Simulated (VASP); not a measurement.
The system is KI.

```
K I
1.0
     0.00000    3.54244    3.54244
     3.54244    0.00000    3.54244
     3.54244    3.54244    0.00000
K I
1 1
Direct
  0.00000 0.00000 0.00000
  0.50000 0.50000 0.50000
```

| Quantity | Value |
| --- | --- |
| Program | VASP 6.6.1 |
| Task | relaxation of cell and atoms |
| Functional | PBE |
| Potentials or basis | VASP PAW PBE potentials, release 64 (K_sv, I) |
| Cutoff | 600 eV |
| k mesh | 6 × 6 × 6 |
| Occupations | gaussian, width 0.02 eV |
| Spin | no spin polarisation |

At the start: pressure 0.5 GPa; volume 44.45 Å³/atom.

**Question.** Where does the relaxation end?

**Answer.** Over 4 steps the energy falls by 3.0 meV/atom and the volume is 46.44 Å³/atom (+4.5 %); space group Fm-3m (No. 225, to 0.1 Å) before and after.

The path:
| step | energy change (eV) | largest force (eV/Å) | pressure (GPa) | volume (Å³) |
| --- | --- | --- | --- | --- |
| 1 | 0.0000 | 0.0000 | 0.51 | 88.91 |
| 2 | -0.0044 | 0.0000 | 0.26 | 90.75 |
| 3 | -0.0059 | 0.0000 | -0.06 | 93.35 |
| 4 | -0.0060 | 0.0000 | 0.00 | 92.88 |

Final structure:
```
K I
1.0
     0.00000    3.59439    3.59439
     3.59439    0.00000    3.59439
     3.59439    3.59439    0.00000
K I
1 1
Direct
  0.00000 0.00000 0.00000
  0.50000 0.50000 0.50000
```
